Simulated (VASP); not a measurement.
# HfC (I4/mmm) in VASP: further runs

Runs on HfC. Level: PBE. Tasks: single point.

All numbers are computed with VASP 6.6.1; they aren't measurements. Logs are shortened: lines on timing, memory, paths and dates and some standing lists are left out, and cuts for length are marked.

## (1) The cell of the first run

The structure is tetragonal, space group I4/mmm (No. 139). Conventional cell: a = 3.796 Å, b = 3.796 Å, c = 3.489 Å, α = 90.00°, β = 90.00°, γ = 90.00°. Hf (site symmetry 4/mmm) has 2 C at 1.74 Å within 2.3 Å. C (site symmetry 4/mmm) has 2 Hf at 1.74 Å within 2.3 Å.

## (2) Single point, PBE

The input, INCAR:

```
PREC = Accurate
ENCUT = 520
EDIFF = 1E-6
ISMEAR = 0
SIGMA = 0.15
LREAL = False
LASPH = True
NELM = 100
ALGO = Normal
ISIF = 2
LWAVE = False
LCHARG = True
GGA = PE
LELF = True
LVHAR = True
NBANDS = 14
```

The input, KPOINTS:

```
regular mesh
0
Gamma
  20 20 20
```

The input, POSCAR:

```
HfC
1.0
    0.0000000000      2.6840164403      1.7446106862
    2.6840164403      0.0000000000      1.7446106862
    2.6840164403      2.6840164403      0.0000000000
Hf C
1 1
Direct
    0.5000000000      0.5000000000      0.5000000000
    0.0000000000      0.0000000000      0.0000000000
```

Potentials or basis: VASP PAW PBE potentials, release 64 (Hf_pv, C).

Launch:

```sh
$ cat potpaw_PBE.64/Hf_pv/POTCAR potpaw_PBE.64/C/POTCAR > POTCAR
$ mpirun -np 1 vasp_std > vasp.out
```

OUTCAR:

```text
PREC = Accurate
   ENCUT = 520
   EDIFF = 1E-6
   ISMEAR = 0
   LREAL = False
   LASPH = True
   NELM = 100
   ISIF = 2
   GGA = PE

 ion  position               nearest neighbor table
   1  0.500  0.500  0.500-   2 1.74   2 1.74   2 2.68   2 2.68   2 2.68   2 2.68
   2  0.000  0.000  0.000-   1 1.74   1 1.74   1 2.68   1 2.68   1 2.68   1 2.68

  LATTYP: Found a body centered tetragonal cell.
 ALAT       =     3.7957724515
 C/A-ratio  =     0.9192388155

  Lattice vectors:

 A1 = (   0.0000000000,  -2.6840164403,  -1.7446106862)
 A2 = (   0.0000000000,   2.6840164403,  -1.7446106862)
 A3 = (   2.6840164403,   0.0000000000,   1.7446106862)

Analysis of symmetry for initial positions (statically):
=====================================================================
 Subroutine PRICEL returns:
 Original cell was already a primitive cell.

 Routine SETGRP: Setting up the symmetry group for a
 body centered tetragonal supercell.

 Subroutine GETGRP returns: Found 16 space group operations
 (whereof 16 operations were pure point group operations)
 out of a pool of 16 trial point group operations.

The static configuration has the point symmetry D_4h.

Analysis of symmetry for dynamics (positions and initial velocities):
=====================================================================
 Subroutine PRICEL returns:
 Original cell was already a primitive cell.

 Routine SETGRP: Setting up the symmetry group for a
 body centered tetragonal supercell.

 Subroutine GETGRP returns: Found 16 space group operations
 (whereof 16 operations were pure point group operations)
 out of a pool of 16 trial point group operations.

The dynamic configuration has the point symmetry D_4h.

 Subroutine INISYM returns: Found 16 space group operations
 (whereof 16 operations are pure point group operations),
 and found     1 'primitive' translations

----------------------------------------------------------------------------------------

                                     Primitive cell

  volume of cell :      25.1362

  direct lattice vectors                    reciprocal lattice vectors
     0.000000000  2.684016440  1.744610686    -0.186287980  0.186287980  0.286596892
     2.684016440  0.000000000  1.744610686     0.186287980 -0.186287980  0.286596892
     2.684016440  2.684016440  0.000000000     0.186287980  0.186287980 -0.286596892

  length of vectors
     3.201188951  3.201188951  3.795772452     0.389286785  0.389286785  0.389286785

  position of ions in fractional coordinates (direct lattice)
     0.500000000  0.500000000  0.500000000
     0.000000000  0.000000000  0.000000000

  ion indices of the primitive-cell ions
   primitive index   ion index
                 1           1
                 2           2

----------------------------------------------------------------------------------------

 KPOINTS: regular mesh

Automatic generation of k-mesh.
 Grid dimensions read from file:
 generate k-points for:   20   20   20

 Generating k-lattice:

  Cartesian coordinates                     Fractional coordinates (reciprocal lattice)
    -0.009314399  0.009314399  0.014329845     0.050000000 -0.000000000  0.000000000
     0.009314399 -0.009314399  0.014329845    -0.000000000  0.050000000  0.000000000
     0.009314399  0.009314399 -0.014329845     0.000000000  0.000000000  0.050000000

  Length of vectors
     0.019464339  0.019464339  0.019464339

  Shift w.r.t. Gamma in fractional coordinates (k-lattice)
     0.000000000  0.000000000  0.000000000

 Subroutine IBZKPT returns following result:
 ===========================================

 Found    641 irreducible k-points:

 Following reciprocal coordinates:
            Coordinates               Weight
  0.000000  0.000000  0.000000      1.000000
  0.050000  0.000000  0.000000      8.000000
  0.100000  0.000000  0.000000      8.000000
  0.150000  0.000000  0.000000      8.000000
  0.200000  0.000000  0.000000      8.000000
  0.250000 -0.000000  0.000000      8.000000
[... 16 lines left out ...]
 -0.400000  0.050000  0.000000      8.000000
 -0.350000  0.050000  0.000000      8.000000
 [... further k-points ...]
   k-points           NKPTS =    641   k-points in BZ     NKDIM =    641   number of bands    NBANDS=     14
   number of dos      NEDOS =    301   number of ions     NIONS =      2
   total plane-waves  NPLWV =  16128
   dimension x,y,z NGX =    24 NGY =   24 NGZ =   28
   dimension x,y,z NGXF=    48 NGYF=   48 NGZF=   56
   ions per type =               1   1
   NGX,Y,Z   is equivalent  to a cutoff of  12.46, 12.46, 12.26 a.u.
   NGXF,Y,Z  is equivalent  to a cutoff of  24.93, 24.93, 24.53 a.u.
 SYSTEM =  unknown system
   PREC   = accura    normal or accurate (medium, high low for compatibility)
   ISTART =      0    job   : 0-new  1-cont  2-samecut
   ICHARG =      2    charge: 1-file 2-atom 10-const
   ISPIN  =      1    spin polarized calculation?
   LNONCOLLINEAR =      F non collinear calculations
   LSORBIT =      F    spin-orbit coupling
   LASPH  =      T    aspherical Exc in radial PAW
   ENCUT  =  520.0 eV  38.22 Ry    6.18 a.u.   5.95  5.95  7.06*2*pi/ulx,y,z
   NELM   =    100;   NELMIN=  2; NELMDL= -5     # of ELM steps
   EDIFF  = 0.1E-05   stopping-criterion for ELM
   LREAL  =      F    real-space projection
   EDIFFG = 0.1E-04   stopping-criterion for IOM
   NSW    =      0    number of steps for IOM
   IBRION =     -1    ionic relax: 0-MD 1-quasi-New 2-CG
   NFREE  =      0    steps in history (QN), initial steepest desc. (CG)
   ISIF   =      2    stress and relaxation
   ISYM   =      2    0-nonsym 1-usesym 2-fastsym
   POTIM  = 0.5000    time-step for ionic-motion
   TEBEG  =    0.0;   TEEND  =   0.0 temperature during run
   PSTRESS=    0.0 pullay stress
   NELECT =      14.0000    total number of electrons
   NUPDOWN=      -1.0000    fix difference up-down
   EMIN   =  10.00;   EMAX   =-10.00  energy-range for DOS
   EFERMI =   0.00;   METHOD = LEGACY
   ISMEAR =     0;   SIGMA  =   0.15  broadening in eV -4-tet -1-fermi 0-gaus
   EFERMI_NEDOS =   21; number of points for ismear=-14 and -15
   IALGO  =     38    algorithm
   IMIX   =      4    mixing-type and parameters
     AMIX     =   0.40;   BMIX     =  1.00
     AMIX_MAG =   1.60;   BMIX_MAG =  1.00
  volume/ion in A,a.u.               =      12.57        84.81
  Fermi-wavevector in a.u.,A,eV,Ry     =   1.346949  2.545365 24.684672  1.814272
  Thomas-Fermi vector in A             =   2.474740
   LORBIT       =      0    0 simple, 1 ext, 2 COOP (PROOUT), +10 PAW based schemes
   GGA     = PE    functional components
   LHFCALC =     F    Hartree Fock is set to
   AEXX    =    0.0000 exact exchange contribution
   IVDW    =     0    specifies the selected vdW correction
   LEPSILON=     F    determine dielectric tensor
   LRPA    =     F    only Hartree local field effects (RPA)
 non-spin polarized calculation
 Gauss-broadening in eV      SIGMA  =   0.15
  energy-cutoff  :      520.00
  volume of cell :       25.14
 maximum number of plane-waves:       695
   NGX = 11   NGY = 11   NGZ = 13

 number of electron      13.9999999 magnetization

 Free energy of the ion-electron system (eV)
  ---------------------------------------------------
  ext. energy  EPLUGINS =         0.00000000
  ---------------------------------------------------
  free energy    TOTEN  =       -15.16713633 eV

  energy without entropy =      -15.15878970  energy(sigma->0) =      -15.16296302

 E-fermi :   6.8744     XC(G=0): -12.0143

 val. band max:        6.8720663807   @ k =  -0.4000   0.3500   0.2000
 cond. band min:       6.8775893986   @ k =  -0.0500   0.1500   0.1000
 fundamental gap:      0.0055230179
 Fermi energy:         6.8743775102

 k-point     1 :       0.0000    0.0000    0.0000
  band No.  band energies     occupation
      1     -24.4718      2.00000
      2     -23.3105      2.00000
      3     -23.3105      2.00000
      4      -6.7845      2.00000
      5       4.6055      2.00000
      6       5.7449      2.00000
      7       5.7449      2.00000
      8       6.6761      1.93846
      9       7.0376      0.12379
     10       7.0376      0.12379
     11      10.8139      0.00000
     12      11.1777      0.00000
     13      19.2448      0.00000
     14      20.3714      0.00000

 k-point     2 :       0.0500    0.0000    0.0000
  band No.  band energies     occupation
      1     -24.4819      2.00000
      2     -23.3181      2.00000
      3     -23.3157      2.00000
      4      -6.7023      2.00000
      5       4.3484      2.00000
      6       5.2148      2.00000
      7       5.5993      2.00000
      8       6.8242      1.36417
      9       7.5261      0.00000
     10       7.5824      0.00000
     11      10.7466      0.00000
     12      11.0073      0.00000
     13      19.3384      0.00000
     14      20.3726      0.00000

 k-point     3 :       0.1000    0.0000    0.0000
  band No.  band energies     occupation
      1     -24.5118      2.00000
      2     -23.3391      2.00000
      3     -23.3308      2.00000
      4      -6.4586      2.00000
      5       3.7143      2.00000
      6       4.4216      2.00000
      7       5.5252      2.00000
      8       7.0752      0.05829
      9       8.4742      0.00000
     10       8.6088      0.00000
     11      10.5544      0.00000
     12      10.5705      0.00000
     13      19.4898      0.00000
     14      20.3749      0.00000
[... 324 lines left out ...]
 k-point    23 :      -0.4000    0.0500    0.0000
  band No.  band energies     occupation
      1     -24.8714      2.00000
      2     -23.5150      2.00000
      3     -23.5097      2.00000
      4      -2.9526      2.00000
      5       0.2656      2.00000
      6       1.4836      2.00000
      7       3.4250      2.00000
      8       9.5289      0.00000
      9      10.9753      0.00000
     10      11.3117      0.00000
     11      13.7715      0.00000
     12      14.7861      0.00000
     13      15.4198      0.00000
     14      19.0406      0.00000

 k-point    24 :      -0.3500    0.0500    0.0000
  band No.  band energies     occupation
      1     -24.8110      2.00000
      2     -23.5048      2.00000
      3     -23.4879      2.00000
      4      -3.7924      2.00000
      5       0.6262      2.00000
      6       1.7851      2.00000
      7       4.4150      2.00000
      8       9.6727      0.00000
      9      10.4160      0.00000
     10      10.4565      0.00000
     11      13.3999      0.00000
     12      13.8476      0.00000
     13      15.5691      0.00000
     14      20.2080      0.00000

 [... further k-points ...]

------------------------ aborting loop because EDIFF is reached ----------------------------------------

  FORCE on cell =-STRESS in cart. coord.  units (eV):
  Direction    XX          YY          ZZ          XY          YZ          ZX
  --------------------------------------------------------------------------------------
  -------------------------------------------------------------------------------------
  Total       -2.7549357     -2.7549357     40.5014340      0.0000000     -0.0000000     -0.0000000
  in kB     -175.5994633   -175.5994633   2581.5593594      0.0000000     -0.0000000     -0.0000000
  external PRESSURE =     743.4534776 kB  Pullay stress =       0.0000000 kB

 VOLUME and BASIS-vectors are now :
 -----------------------------------------------------------------------------
  energy-cutoff  :      520.00
  volume of cell :       25.14
      direct lattice vectors                 reciprocal lattice vectors
     0.000000000  2.684016440  1.744610686    -0.186287980  0.186287980  0.286596892
     2.684016440  0.000000000  1.744610686     0.186287980 -0.186287980  0.286596892
     2.684016440  2.684016440  0.000000000     0.186287980  0.186287980 -0.286596892

 POSITION                                       TOTAL-FORCE (eV/Angst)
 -----------------------------------------------------------------------------------
      2.68402      2.68402      1.74461        -0.000000      0.000000      0.000000
      0.00000      0.00000      0.00000         0.000000      0.000000      0.000000
 -----------------------------------------------------------------------------------
    total drift:                                0.000000     -0.000000      0.000000

  FREE ENERGIE OF THE ION-ELECTRON SYSTEM (eV)
  ---------------------------------------------------
  free  energy   TOTEN  =       -15.1671363338 eV

  energy  without entropy=      -15.1587897024  energy(sigma->0) =      -15.16296302
```

Wall time 98 s (1 thread of Intel Xeon Platinum 8488C (Sapphire Rapids), shared host); peak memory 0.33 GiB.

Results:

```
Free energy            : -15.1671 eV
Pressure               : 74.3 GPa
Band gap on the k mesh : zero (bands 7 and 8 overlap by 3.12 eV)
```

Stress tensor (GPa, compression positive):
```
-17.56   0.00   0.00
  0.00 -17.56   0.00
  0.00   0.00 258.16
```

Levels at points of the mesh, in eV from the Fermi level:
```tsv
k point	band 3	band 4	band 5	band 6	band 7	band 8	band 9	band 10	band 11	band 12
(0.00, 0.00, 0.00)	-30.18	-13.66	-2.27	-1.13	-1.13	-0.20	0.16	0.16	3.94	4.30
(0.50, 0.00, 0.00)	-30.38	-7.63	-7.28	-5.75	-5.75	2.64	4.87	5.27	6.16	9.73
(0.50, 0.50, 0.00)	-30.70	-12.38	-3.31	-2.69	-2.69	2.59	4.47	4.47	5.71	7.88
(0.50, 0.00, 0.50)	-30.16	-12.63	-4.58	-1.34	-1.28	0.26	3.63	3.81	5.15	7.39
```

Caveat: the stress differs along the axes, from -18 to 258 GPa; spin-orbit coupling is left out, which moves the levels of the heavy elements.

(Continued in part 2 of 2.)
